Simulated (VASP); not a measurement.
## Ca: single point with LDA

Crystal: Ca.

```
Ca
1.0
     0.00000    2.79420    2.79420
     2.76626    0.00000    2.79420
     2.76626    2.79420    0.00000
Ca
1
Direct
  0.00000 0.00000 0.00000
```

This cell differs from its parent crystal: strain -0.0100 x Voigt [1, 0, 0, 0, 0, 0].

```json
{"Program": "VASP 6.6.1", "Task": "single point", "Functional": "LDA", "Potentials or basis": "VASP PAW LDA potentials, release 64 (Ca_sv)", "Cutoff": "520 eV", "k mesh": "14 × 14 × 14", "Occupations": "gaussian, width 0.15 eV", "Spin": "no spin polarisation", "Dipole correction": "no", "Further INCAR settings": "ALGO = Fast; EDIFF = 1e-07; NBANDS = 11"}
```

The pressure is -2.0 GPa and the band gap on the k mesh is zero (bands 5 and 6 overlap by 0.27 eV).

Levels at points of the mesh, in eV from the Fermi level:
```
           k point  band 3  band 4  band 5  band 6  band 7  band 8
(0.00, 0.00, 0.00)  -22.84  -22.83   -3.98    2.16    2.16    2.21
(0.50, 0.00, 0.00)  -22.86  -22.85   -1.03   -0.12    2.05    2.10
(0.50, 0.50, 0.00)  -22.88  -22.88   -0.48    0.51    0.93    3.87
(0.00, 0.50, 0.50)  -22.89  -22.89   -0.45    0.49    1.02    3.87
```

Run time: 4.1 min on 1 thread of Intel Xeon 8259CL, with other jobs on the host, peak memory 0.23 GiB.

Caveat: the cell differs from its parent crystal (strain -0.0100 x Voigt [1, 0, 0, 0, 0, 0]).
